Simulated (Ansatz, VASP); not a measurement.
# ZnInC2N2: VASP beside Ansatz

```
Zn In C N
1.0
     3.62057   -0.12426   -0.35754
     0.09279    4.24373   -0.56326
     1.07152    0.80217    5.91202
Zn In C N
1 1 2 2
Direct
  0.50000 0.00000 0.50000
  0.00000 0.00000 0.00000
  0.66979 0.33690 0.70494
  0.33021 0.66310 0.29506
  0.67691 0.61451 0.72169
  0.32309 0.38549 0.27831
```

Alike in both runs: functional PBE; k mesh 6 × 4 × 4; occupations gaussian, width 0.1 eV; no spin polarisation.

Ansatz relaxed the structure, and its values are those at the end. VASP's run is a single point on that final structure, the one shown.

```csv
,VASP,Ansatz
version,VASP 6.6.1,Ansatz 0.2.0
potentials or method,"VASP PAW PBE potentials, release 64 (Zn, In_d, C, N), cutoff 520 eV","scalar-relativistic, plane waves, PAW"
valence electrons in the cell,43,43
```

|  | VASP | Ansatz | Ansatz less VASP |
| --- | --- | --- | --- |
| gap on the k mesh at the Fermi level (eV) | none | none | - |
| pressure (GPa) | 0.5 | 0.1 | -0.39 |
| rms of the force components (eV/Å) | 0.134 | 0.006 | -0.1277 |

A gap of «none» marks a metal or a gap that the smearing closes.

The k mesh is coarse, so the values compare programs but aren't converged. Noted on VASP's run: the standard files for N, O and F lose accuracy on very short bonds.
